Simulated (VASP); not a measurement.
Input of a VASP 6.6.1 run:

Contents of INCAR:

```
SYSTEM = CdS
ALGO = Normal ; EDIFF = 1E-6
ENCUT = 500 ; GGA = PE
GGA_COMPAT = .FALSE. ; ISIF = 2
ISMEAR = 0 ; LASPH = .TRUE.
LCHARG = .TRUE. ; LELF = .TRUE.
LREAL = .FALSE. ; LVHAR = .TRUE.
LWAVE = .FALSE. ; NBANDS = 16
NELM = 120 ; PREC = Accurate
SIGMA = 0.01
```

File KPOINTS:

```
k-points
0
G
  2 2 2
  0 0 0
```

POSCAR

```
CdS
1.0
    0.0000000000      2.9090000000      2.9090000000
    2.9090000000      0.0000000000      2.9090000000
    2.9090000000      2.9090000000      0.0000000000
Cd S
1 1
Direct
    0.0000000000      0.0000000000      0.0000000000
    0.2500000000      0.2500000000      0.2500000000
```

Potentials or basis: VASP PAW PBE potentials, release 64 (Cd, S).

Run with:

```sh
$ cat potpaw_PBE.64/Cd/POTCAR potpaw_PBE.64/S/POTCAR > POTCAR
$ mpirun -np 1 vasp_std > vasp.out
```

Question: What does it give for the pressure?

Answer: 7.1 GPa.

Question: Predict the band gap on the k mesh.

Answer: 1.01 eV, direct.

Caveat: the k points lie up to 0.94 Å⁻¹ apart. A hybrid or GW would open this gap; PBE tends to underestimate it.
